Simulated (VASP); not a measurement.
Ca, 1 atom in the cell. The structure is cubic, space group Pm-3m (No. 221). The conventional cell has a = 3.612 Å, b = 3.612 Å, c = 3.612 Å, α = 90.00°, β = 90.00°, γ = 90.00°. Ca (site symmetry m-3m) has 6 Ca at 3.61 Å within 4.7 Å. 

| Property | Result |
| --- | --- |
| Program | VASP 6.6.1 |
| Task | relaxation of cell and atoms |
| Functional | revPBE |
| Potentials or basis | VASP PAW PBE potentials, release 64 (Ca_sv) |
| Cutoff | 600 eV |
| k mesh | 9 × 9 × 9 |
| Occupations | fermi-dirac, width 0.1 eV |
| Spin | no spin polarisation |
| Dipole correction | no |
| Further INCAR settings | ALGO = Normal; EDIFF = 1e-06; IBRION = 2; EDIFFG = -0.01; NSW = 80; ISIF = 3 |

Potentials or basis: VASP PAW PBE potentials, release 64 (Ca_sv).

Run with:

```sh
$ cat potpaw_PBE.64/Ca_sv/POTCAR > POTCAR
$ mpirun -np 1 vasp_std > vasp.out
```

Hardware: 1 thread of AMD EPYC 9R45 (Zen 5), on a shared host.

**Question.** Estimate the wall time of this run.

**Answer.** It took 36 s on 1 thread of AMD EPYC 9R45 (Zen 5), with other jobs on the host, peak memory 0.14 GiB. Counts: scf iterations 25, k points 35, ion steps 3.
